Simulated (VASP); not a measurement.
A run of VASP 6.6.1 is set up as follows.

File INCAR:

```
  PREC = Accurate
  ENCUT = 520
  EDIFF = 1E-6
  ISMEAR = 0
  SIGMA = 0.02
  LREAL = Auto
  LASPH = True
  NELM = 80
  ALGO = Normal
  ISIF = 2
  LWAVE = False
  LCHARG = False
  GGA = PE
  NBANDS = 49
```

Contents of KPOINTS:

```
regular mesh
0
Gamma
  3 3 4
```

Contents of POSCAR:

```
B2O3
1.0
    7.0877050000      0.5507160000      1.1362870000
    0.5443440000      6.4508600000     -0.0235140000
    1.1073110000     -0.0117510000      5.5675450000
B O
6 9
Direct
    0.3718656529      0.4555573004      0.5004771498
    0.0395687373      0.6304406119      0.4948512454
    0.7486315783      0.8603999495      0.4816463994
    0.5838280319      0.2157311076      0.6982353530
    0.8465632984      0.5240938742      0.2642295039
    0.6463282545      0.3314333485      0.0844955570
    0.4553243648      0.3955511213      0.2496894957
    0.8160455608      0.3729204985      0.1221545856
    0.4591203308      0.3934107495      0.6763907505
    0.7180090657      0.7141685152      0.3277069404
    0.9087128494      0.8189662367      0.5653996405
    0.0084079507      0.4825099977      0.3442971863
    0.1925620299      0.5913680617      0.5870199824
    0.6772038111      0.2144352382      0.8701799769
    0.6147894912      0.0435333613      0.5402280255
```

Potentials or basis: VASP PAW PBE potentials, release 64 (B, O).

Run with:

```bash
$ cat potpaw_PBE.64/B/POTCAR potpaw_PBE.64/O/POTCAR > POTCAR
$ mpirun -np 1 vasp_std > vasp.out
```

(1) Estimate the band gap on the k mesh.

(2) Estimate the largest force.

(3) What does it give for the pressure?

Results:

(1) 6.22 eV (least direct gap 6.23 eV).

(2) 0.106 eV/Å.

(3) 0.2 GPa.
